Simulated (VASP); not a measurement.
# MgW (R3m) in VASP: relaxation of cell and atoms with PBE

Aim: the relaxation of cell and atoms of MgW with PBE.

All numbers are computed with VASP 6.6.1; they aren't measurements. Logs are shortened: lines on timing, memory, paths and dates and some standing lists are left out, and cuts for length are marked.

**1. The cell of the first run**

Symmetry: R3m, No. 160, trigonal system. The conventional cell has a = 3.549 Å, b = 3.549 Å, c = 10.595 Å, α = 90.00°, β = 90.00°, γ = 120.00°. Mg (site symmetry 3m) has 3 W at 2.18 Å within 2.9 Å. W (site symmetry 3m) has 3 Mg at 2.18 Å within 2.9 Å.

The cell was generated, and may not be a known phase.

**2. Relaxation of cell and atoms, PBE**

Contents of INCAR:

```
PREC = Accurate ; ENCUT = 600
EDIFF = 1E-7 ; ISMEAR = 0
SIGMA = 0.2 ; LREAL = F
LASPH = T ; NELM = 100
ALGO = Normal ; ISIF = 3
LWAVE = F ; LCHARG = F
GGA = PE ; IBRION = 2
NSW = 36 ; EDIFFG = -0.08
```

Contents of KPOINTS:

```
regular mesh
0
Gamma
  7 7 7
```

Contents of POSCAR:

```
MgW
1.0
    1.7747095300      1.0246290300      3.5315361500
   -1.7747095300      1.0246290300      3.5315361500
    0.0000000000     -2.0492580500      3.5315361500
Mg W
1 1
Direct
    0.9270775400      0.9270775400      0.9270775400
    0.3310635000      0.3310635000      0.3310635000
```

Potentials or basis: VASP PAW PBE potentials, release 64 (Mg, W_sv).

Started as:

```
> cat potpaw_PBE.64/Mg/POTCAR potpaw_PBE.64/W_sv/POTCAR > POTCAR
> mpirun -np 1 vasp_std > vasp.out
```

OUTCAR:

```text
PREC = Accurate
   ENCUT = 600
   EDIFF = 1E-7
   ISMEAR = 0
   LREAL = F
   LASPH = T
   NELM = 100
   ISIF = 3
   GGA = PE
   IBRION = 2
   NSW = 36
   EDIFFG = -0.08

 ion  position               nearest neighbor table
   1  0.927  0.927  0.927-   2 2.18   2 2.18   2 2.18   2 3.46   2 3.46   2 3.46
   2  0.331  0.331  0.331-   1 2.18   1 2.18   1 2.18   1 3.46   1 3.46   1 3.46

  LATTYP: Found a trigonal (rhomboedric) cell.
 ALAT       =     4.0830388369
 COS(alpha) =     0.6221516430

  Lattice vectors:

 A1 = (   1.7747095300,   1.0246290300,   3.5315361500)
 A2 = (  -1.7747095300,   1.0246290300,   3.5315361500)
 A3 = (   0.0000000000,  -2.0492580500,   3.5315361500)

Analysis of symmetry for initial positions (statically):
=====================================================================
 Subroutine PRICEL returns:
 Original cell was already a primitive cell.

 Routine SETGRP: Setting up the symmetry group for a
 trigonal (rhombohedral) supercell.

 Subroutine GETGRP returns: Found  6 space group operations
 (whereof  6 operations were pure point group operations)
 out of a pool of 12 trial point group operations.

The static configuration has the point symmetry C_3v.

Analysis of symmetry for dynamics (positions and initial velocities):
=====================================================================
 Subroutine PRICEL returns:
 Original cell was already a primitive cell.

 Routine SETGRP: Setting up the symmetry group for a
 trigonal (rhombohedral) supercell.

 Subroutine GETGRP returns: Found  6 space group operations
 (whereof  6 operations were pure point group operations)
 out of a pool of 12 trial point group operations.

The dynamic configuration has the point symmetry C_3v.

 Subroutine INISYM returns: Found  6 space group operations
 (whereof  6 operations are pure point group operations),
 and found     1 'primitive' translations

----------------------------------------------------------------------------------------

                                     Primitive cell

  volume of cell :      38.5309

  direct lattice vectors                    reciprocal lattice vectors
     1.774709530  1.024629030  3.531536150     0.281736246  0.162660497  0.094387632
    -1.774709530  1.024629030  3.531536150    -0.281736246  0.162660497  0.094387632
     0.000000000 -2.049258050  3.531536150     0.000000000 -0.325320994  0.094387632

  length of vectors
     4.083038837  4.083038837  4.083038836     0.338737028  0.338737028  0.338737028

  position of ions in fractional coordinates (direct lattice)
     0.927077540  0.927077540  0.927077540
     0.331063500  0.331063500  0.331063500

  ion indices of the primitive-cell ions
   primitive index   ion index
                 1           1
                 2           2

----------------------------------------------------------------------------------------

 KPOINTS: regular mesh

Automatic generation of k-mesh.
 Grid dimensions read from file:
 generate k-points for:    7    7    7

 Generating k-lattice:

  Cartesian coordinates                     Fractional coordinates (reciprocal lattice)
     0.040248035  0.023237214  0.013483947     0.142857143 -0.000000000  0.000000000
    -0.040248035  0.023237214  0.013483947    -0.000000000  0.142857143  0.000000000
     0.000000000 -0.046474428  0.013483947     0.000000000  0.000000000  0.142857143

  Length of vectors
     0.048391004  0.048391004  0.048391004

  Shift w.r.t. Gamma in fractional coordinates (k-lattice)
     0.000000000  0.000000000  0.000000000

 Subroutine IBZKPT returns following result:
 ===========================================

 Found     44 irreducible k-points:

 Following reciprocal coordinates:
            Coordinates               Weight
  0.000000  0.000000  0.000000      1.000000
  0.142857  0.000000  0.000000      6.000000
  0.285714 -0.000000  0.000000      6.000000
  0.428571  0.000000  0.000000      6.000000
  0.142857  0.142857  0.000000      6.000000
  0.285714  0.142857  0.000000     12.000000
[... 16 lines left out ...]
  0.285714  0.285714  0.142857      6.000000
  0.428571  0.285714  0.142857     12.000000
 [... further k-points ...]
   k-points           NKPTS =     44   k-points in BZ     NKDIM =     44   number of bands    NBANDS=     12
   number of dos      NEDOS =    301   number of ions     NIONS =      2
   total plane-waves  NPLWV =  46656
   dimension x,y,z NGX =    36 NGY =   36 NGZ =   36
   dimension x,y,z NGXF=    72 NGYF=   72 NGZF=   72
   ions per type =               1   1
   NGX,Y,Z   is equivalent  to a cutoff of  14.66, 14.66, 14.66 a.u.
   NGXF,Y,Z  is equivalent  to a cutoff of  29.32, 29.32, 29.32 a.u.
 SYSTEM =  unknown system
   PREC   = accura    normal or accurate (medium, high low for compatibility)
   ISTART =      0    job   : 0-new  1-cont  2-samecut
   ICHARG =      2    charge: 1-file 2-atom 10-const
   ISPIN  =      1    spin polarized calculation?
   LNONCOLLINEAR =      F non collinear calculations
   LSORBIT =      F    spin-orbit coupling
   LASPH  =      T    aspherical Exc in radial PAW
   ENCUT  =  600.0 eV  44.10 Ry    6.64 a.u.   8.15  8.15  8.15*2*pi/ulx,y,z
   NELM   =    100;   NELMIN=  2; NELMDL= -5     # of ELM steps
   EDIFF  = 0.1E-06   stopping-criterion for ELM
   LREAL  =      F    real-space projection
   EDIFFG = -.8E-01   stopping-criterion for IOM
   NSW    =     36    number of steps for IOM
   IBRION =      2    ionic relax: 0-MD 1-quasi-New 2-CG
   NFREE  =      1    steps in history (QN), initial steepest desc. (CG)
   ISIF   =      3    stress and relaxation
   ISYM   =      2    0-nonsym 1-usesym 2-fastsym
   POTIM  = 0.5000    time-step for ionic-motion
   TEBEG  =    0.0;   TEEND  =   0.0 temperature during run
   PSTRESS=    0.0 pullay stress
   NELECT =      16.0000    total number of electrons
   NUPDOWN=      -1.0000    fix difference up-down
   EMIN   =  10.00;   EMAX   =-10.00  energy-range for DOS
   EFERMI =   0.00;   METHOD = LEGACY
   ISMEAR =     0;   SIGMA  =   0.20  broadening in eV -4-tet -1-fermi 0-gaus
   EFERMI_NEDOS =   21; number of points for ismear=-14 and -15
   IALGO  =     38    algorithm
   IMIX   =      4    mixing-type and parameters
     AMIX     =   0.40;   BMIX     =  1.00
     AMIX_MAG =   1.60;   BMIX_MAG =  1.00
  volume/ion in A,a.u.               =      19.27       130.01
  Fermi-wavevector in a.u.,A,eV,Ry     =   1.221364  2.308044 20.296228  1.491731
  Thomas-Fermi vector in A             =   2.356549
   LORBIT       =      0    0 simple, 1 ext, 2 COOP (PROOUT), +10 PAW based schemes
   GGA     = PE    functional components
   LHFCALC =     F    Hartree Fock is set to
   AEXX    =    0.0000 exact exchange contribution
   IVDW    =     0    specifies the selected vdW correction
   LEPSILON=     F    determine dielectric tensor
   LRPA    =     F    only Hartree local field effects (RPA)
 conjugate gradient relaxation of ions
 non-spin polarized calculation
 Gauss-broadening in eV      SIGMA  =   0.20
  energy-cutoff  :      600.00
  volume of cell :       38.53
 maximum number of plane-waves:      1294
 NGX is ok and might be reduce to    36
   NGX = 17   NGY = 17   NGZ = 17

--------------------------------------- Ionic step        1  -------------------------------------------

 number of electron      16.0000000 magnetization

 Free energy of the ion-electron system (eV)
  ---------------------------------------------------
  ext. energy  EPLUGINS =         0.00000000
  ---------------------------------------------------
  free energy    TOTEN  =        -5.67149273 eV

  energy without entropy =       -5.61408454  energy(sigma->0) =       -5.64278864

------------------------ aborting loop because EDIFF is reached ----------------------------------------

  FORCE on cell =-STRESS in cart. coord.  units (eV):
  Direction    XX          YY          ZZ          XY          YZ          ZX
  --------------------------------------------------------------------------------------
  -------------------------------------------------------------------------------------
  Total       13.0650102     13.0650103     -1.3756353     -0.0000000     -0.0000000      0.0000000
  in kB      543.2647093    543.2647112    -57.2011870     -0.0000000     -0.0000001      0.0000000
  external PRESSURE =     343.1094111 kB  Pullay stress =       0.0000000 kB
[... 816 lines left out ...]
 k-point    24 :       0.4286    0.2857    0.1429
  band No.  band energies     occupation
      1     -61.2388      2.00000
      2     -26.1301      2.00000
      3     -25.8663      2.00000
      4     -25.5113      2.00000
      5       6.1594      2.00000
      6       7.7634      2.00000
      7       9.5923      2.00000
      8      10.2919      2.00000
      9      12.0324      1.34094
     10      14.3532      0.00000
     11      19.0959      0.00000
     12      22.8731      0.00000

 [... further k-points ...]

[... ionic steps 4 to 20 ...]

--------------------------------------- Ionic step       21  -------------------------------------------

 number of electron      16.0000000 magnetization

------------------------ aborting loop because EDIFF is reached ----------------------------------------

  FORCE on cell =-STRESS in cart. coord.  units (eV):
  Direction    XX          YY          ZZ          XY          YZ          ZX
  --------------------------------------------------------------------------------------
  -------------------------------------------------------------------------------------
  Total        0.2540637      0.2540637     -0.6380030      0.0000000     -0.0000000      0.0000000
  in kB       11.9232534     11.9232534    -29.9415898      0.0000000     -0.0000000      0.0000000
  external PRESSURE =      -2.0316943 kB  Pullay stress =       0.0000000 kB
[... 57 lines left out ...]
  energy  without entropy=      -12.1809163309  energy(sigma->0) =      -12.21526520

--------------------------------------- Ionic step       23  -------------------------------------------

 number of electron      16.0000000 magnetization

 Free energy of the ion-electron system (eV)
  ---------------------------------------------------
  ext. energy  EPLUGINS =         0.00000000
  ---------------------------------------------------
  free energy    TOTEN  =       -12.25305638 eV

  energy without entropy =      -12.18386824  energy(sigma->0) =      -12.21846231

 E-fermi :   6.6222     XC(G=0): -11.4203

 val. band max:        6.6220713698   @ k =  -0.2857   0.4286   0.2857
 cond. band min:       6.6331466298   @ k =   0.4286   0.2857   0.2857
 fundamental gap:      0.0110752601
 Fermi energy:         6.6222224899

 k-point     1 :       0.0000    0.0000    0.0000
  band No.  band energies     occupation
      1     -67.2935      2.00000
      2     -31.3826      2.00000
      3     -31.3815      2.00000
      4     -31.3815      2.00000
      5      -1.4163      2.00000
      6       4.1419      2.00000
      7       4.1419      2.00000
      8       8.2968      0.00000
      9       8.2968      0.00000
     10       8.3141      0.00000
     11      13.3946      0.00000
     12      13.3946      0.00000
[... 374 lines left out ...]
  FREE ENERGIE OF THE ION-ELECTRON SYSTEM (eV)
  ---------------------------------------------------
  free  energy   TOTEN  =       -12.2530563783 eV

  energy  without entropy=      -12.1838682354  energy(sigma->0) =      -12.21846231

 reached required accuracy - stopping structural energy minimisation
```

Run time: 17 min. Hardware: 1 thread of Intel Xeon 8259CL, shared host; peak memory 0.26 GiB.

Results:

```yaml
Free_energy: -12.2531 eV
Relaxed_volume: 17.04 Å³/atom
Relaxed_cell: a = 3.242 Å, b = 3.242 Å, c = 3.242 Å, α = 89.84°, β = 89.84°, γ = 89.84°
Space_group_after_relaxing_to_0.1_Å: Pm-3m (No. 221)
Pressure_after_relaxing: 0.0 GPa
Largest_force_after_relaxing: 0.067 eV/Å
Band_gap_on_the_k_mesh: zero (bands 8 and 9 overlap by 2.21 eV)
```

Forces on the atoms (eV/Å):
```
Mg   0.000  0.000 -0.067
W    0.000  0.000  0.067
```

Stress tensor (GPa, compression positive):
```
 0.23  0.00  0.00
 0.00  0.23  0.00
 0.00  0.00 -0.42
```

Final structure:
```
Mg W
1.0
     2.28921    1.32168    1.87693
    -2.28921    1.32168    1.87693
     0.00000   -2.64336    1.87693
Mg W
1 1
Direct
  0.87988 0.87988 0.87988
  0.37826 0.37826 0.37826
```

Caveat: a cell axis changed by over 15 % at a fixed basis, so the end point is rough; spin-orbit coupling is left out, which moves the levels of the heavy elements; the relaxation stopped at a loose force limit of 0.08 eV/Å, so its end isn't a converged minimum.
